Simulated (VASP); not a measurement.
Si, 2 atoms in the cell. Symmetry: I4_1/amd, No. 141, tetragonal system. Conventional cell: a = 4.433 Å, b = 4.433 Å, c = 4.075 Å, α = 90.00°, β = 90.00°, γ = 90.00°. Si (site symmetry -4m2) has 4 Si at 2.44 Å within 3.2 Å.  This cell differs from its parent crystal: ratio of the length along z to the lengths across it x 0.65, volume and fractional coordinates fixed.

```yaml
Program: VASP 6.6.1
Task: single point
Functional: PBE
Potentials_or_basis: VASP PAW PBE potentials, release 64 (Si)
Cutoff: 520 eV
k_mesh: 10 × 10 × 10
Occupations: gaussian, width 0.05 eV
Spin: no spin polarisation
Dipole_correction: no
Further_INCAR_settings: ALGO = Normal; EDIFF = 1e-07; NBANDS = 11
```

Potentials or basis: VASP PAW PBE potentials, release 64 (Si).

Launch:

```console
$ cat potpaw_PBE.64/Si/POTCAR > POTCAR
$ mpirun -np 1 vasp_std > vasp.out
```

Hardware: 1 thread of Intel(R) Xeon(R) Platinum 8488C (Sapphire Rapids) (shared host).

Q: How long does it take, and how much memory?

A: Wall time 35 s on 1 thread of Intel(R) Xeon(R) Platinum 8488C (Sapphire Rapids) (shared host), peak memory 0.18 GiB. Counts: scf iterations 13, k points 102.
